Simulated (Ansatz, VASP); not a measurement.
**HCl: VASP beside Ansatz**

```
CELL_PARAMETERS angstrom
0.00000 2.67500 2.68370
2.51500 0.00000 2.68370
2.51500 2.67500 0.00000
ATOMIC_POSITIONS crystal
H 0.00000 0.00000 0.00000
Cl 0.50000 0.50000 0.50000
```

Change from the starting cell: strain -0.0600 x Voigt [0, 0, 1, 0, 0, 0], atoms carried along.

Alike in both runs: task single point; functional PBEsol; k mesh 16 × 16 × 16; occupations gaussian, width 0.15 eV; no spin polarisation.

|  | VASP | Ansatz |
| --- | --- | --- |
| version | VASP 6.6.1 | Ansatz 0.2.0 |
| potentials or method | VASP PAW PBE potentials, release 64 (H, Cl), cutoff 520 eV | scalar-relativistic, plane waves, PAW |
| valence electrons in the cell | 8 | 8 |

|  | VASP | Ansatz | Ansatz less VASP |
| --- | --- | --- | --- |
| gap on the k mesh at the Fermi level (eV) | none | none | - |
| pressure (GPa) | -11.1 | -11.1 | +0.07 |
| traceless stress, the component that is largest in VASP (GPa) | -3.94 | -3.93 | +0.013 |

VASP's potentials were made for PBE, not for PBEsol. A gap of «none» marks a metal or a gap that the smearing closes. With one functional, cell and mesh, what is left measures potentials, basis and numerics.
